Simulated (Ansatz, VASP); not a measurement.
One calculation of TaN, two programs

INCAR

```
PREC = Accurate
ENCUT = 520
EDIFF = 1E-7
ISMEAR = -1
SIGMA = 0.02
LREAL = False
LASPH = True
NELM = 150
ALGO = Normal
ISIF = 2
LWAVE = False
LCHARG = False
LNONCOLLINEAR = True
MAGMOM = 0 0 0 0 0 0
LORBIT = 11
LSORBIT = True
GGA_COMPAT = False
LORBMOM = True
LMAXMIX = 4
LDAU = True
LDAUTYPE = 2
LDAUL = 2 -1
LDAUU = 4 0
LDAUJ = 0 0
LDAUPRINT = 1
GGA = PS
NBANDS = 28
```

The input KPOINTS:

```
Automatic mesh
0
Gamma
  7 7 7
```

Contents of POSCAR:

```
TaN
1.0
    0.0000000000      2.0528104300      2.0528104300
    2.0528104300      0.0000000000      2.0528104300
    2.0528104300      2.0528104300      0.0000000000
Ta N
1 1
Direct
    0.5000000000      0.5000000000      0.5000000000
    0.0000000000      0.0000000000      0.0000000000
```

The input input.yaml:

```yaml
crystal:
  lattice:
    - [0.0, 2.05281043, 2.05281043]
    - [2.05281043, 0.0, 2.05281043]
    - [2.05281043, 2.05281043, 0.0]
  atoms:
    - { symbol: Ta, position: [0.5, 0.5, 0.5] }
    - { symbol: "N", position: [0.0, 0.0, 0.0] }
kpoints:
  mp_grid: { grid: [7, 7, 7] }
scf:
  occupations: { method: fermi_dirac, width: 0.02 }
hamiltonian:
  xc: pbesol
  pseudopotentials: { kind: all_electron, lapw: { basis_error: 0.001 } }
  hubbard:
    sites: [{ species: Ta, l: d, u_eff: 4 }]
    double_counting: fll
    projectors: ortho-atomic
magnetization:
  noncollinear: true
  spin_orbit: true
output:
  forces: true
  stress: true
  eigenvalues: true
  dos: { projected: false, de: 0.1, e_range: [-14, 8] }
```

Change from the starting cell: volume scaled by 0.8.

Alike in both runs: functional PBEsol; k mesh 7 × 7 × 7; occupations fermi-dirac, width 0.02 eV; non-collinear spin, spin-orbit coupling; Hubbard terms Ta d U = 4.0 eV.

```csv
,VASP,Ansatz
version,VASP 6.6.1,Ansatz 0.2.0
potentials or method,"VASP PAW PBE potentials, release 64 (Ta_pv, N), cutoff 520 eV","all-electron LAPW, relativistic spinors"
task,single point,density of states
```

VASP gave:

```
pressure (GPa)           : 125.8
net moment per atom (μB) : 0.00
```

Q: Estimate Ansatz's values.

A: Pressure (GPa): 106.4; net moment per atom (μB): 0.00.

VASP's potentials were made for PBE, not for PBEsol. The programs project onto different local orbitals, so the same U acts differently, and such runs can settle in different states. The pressures are high and differ by over a tenth, so treat them with care. Ansatz ran all-electron here, and VASP with PAW potentials.

The k mesh is coarse, so the values compare programs but aren't converged. Noted on VASP's run: the cell as given lies far from equilibrium. Noted on Ansatz's run: the k mesh is thin for a metal, which can move the energy by tens of meV per atom; the cell as given lies far from equilibrium; U is the effective U less J, on atomic orbitals that reach past the spheres.
